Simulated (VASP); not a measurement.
Write the native input for VASP 6.6.1 that does the following.

```
Task                    : single point
Functional              : LDA
Potentials or basis     : VASP PAW LDA potentials, release 64 (Ba_sv, Ti_sv, O)
Cutoff                  : 520 eV
k mesh                  : 7 × 7 × 4
Occupations             : fermi-dirac, width 0.05 eV
Spin                    : no spin polarisation
Dipole correction       : no
k mesh for the DOS      : 11 × 11 × 6
Occupations for the DOS : tetrahedron
Further INCAR settings  : ALGO = Normal; EDIFF = 1e-06
```

BaTiO3:

```
Ba Ti O
1.0
    -3.99980    0.00000    0.00000
     0.00000    0.00000   -4.01800
     0.00000   -7.99960    0.00000
Ba Ti O
2 2 6
Direct
  0.00144 0.02304 0.50759
  0.99856 0.97696 0.99241
  0.48033 0.56319 0.23580
  0.51967 0.47281 0.76420
  0.49380 0.96597 0.25815
  0.50620 0.00203 0.74185
  0.50761 0.49933 0.50744
  0.49239 0.47067 0.99256
  0.01522 0.48841 0.27113
  0.98478 0.48159 0.72887
```

One way to write it, as run:

POSCAR

```
BaTiO3
1.0
   -3.9998000000      0.0000000000      0.0000000000
    0.0000000000      0.0000000000     -4.0180000000
    0.0000000000     -7.9996000000      0.0000000000
Ba Ti O
2 2 6
Direct
    0.0014435500      0.0230418600      0.5075926300
    0.9985564500      0.9769581400      0.9924073700
    0.4803298900      0.5631888500      0.2357999500
    0.5196701100      0.4728111500      0.7642000500
    0.4938005300      0.9659728700      0.2581500200
    0.5061994700      0.0020271300      0.7418499800
    0.5076103700      0.4993320300      0.5074435600
    0.4923896300      0.4706679700      0.9925564400
    0.0152243000      0.4884056200      0.2711337500
    0.9847757000      0.4815943800      0.7288662500
```

INCAR.step1

```
SYSTEM = BaTiO3
  PREC = Accurate
  ENCUT = 520
  EDIFF = 1E-6
  ISMEAR = -1
  SIGMA = 0.05
  LREAL = .FALSE.
  LASPH = .TRUE.
  NELM = 120
  ALGO = Normal
  ISIF = 2
  LWAVE = .FALSE.
  LCHARG = .TRUE.
  LMAXMIX = 4
  GGA = CA
  NBANDS = 51
  GGA_COMPAT = .FALSE.
  NEDOS = 2001
  LORBIT = 11
  KPAR = 4
```

KPOINTS.step1

```
regular mesh
0
G
  7 7 4
  0 0 0
```

INCAR.step2

```
SYSTEM = BaTiO3
  PREC = Accurate
  ENCUT = 520
  EDIFF = 1E-6
  ISMEAR = -5
  SIGMA = 0.05
  LREAL = .FALSE.
  LASPH = .TRUE.
  NELM = 120
  ALGO = Normal
  ISIF = 2
  LWAVE = .FALSE.
  LCHARG = .FALSE.
  LMAXMIX = 4
  GGA = CA
  LORBIT = 11
  NEDOS = 2001
  ICHARG = 11
  GGA_COMPAT = .FALSE.
  KPAR = 4
```

KPOINTS.step2

```
regular mesh
0
G
  11 11 6
  0 0 0
```

Potentials or basis: VASP PAW LDA potentials, release 64 (Ba_sv, Ti_sv, O).

Command:

```sh
$ cat potpaw_LDA.64/Ba_sv/POTCAR potpaw_LDA.64/Ti_sv/POTCAR potpaw_LDA.64/O/POTCAR > POTCAR
$ cp INCAR.step1 INCAR
$ cp KPOINTS.step1 KPOINTS
$ mpirun -np 4 vasp_std > vasp.out
$ cp INCAR.step2 INCAR
$ cp KPOINTS.step2 KPOINTS
$ mpirun -np 4 vasp_std > vasp.out
```

It gave:

```json
{
  "Valence electrons inside the program's atomic spheres": "Ba 8.01, 7.98; Ti 10.57, 10.37; O 5.06, 5.00, 4.95, 5.05, 4.98 (each value once)"
}
```

Wall time 8.8 min on 4 MPI ranks on Intel(R) Xeon(R) Platinum 8488C (Sapphire Rapids) (shared host), peak memory 1.6 GiB a rank.
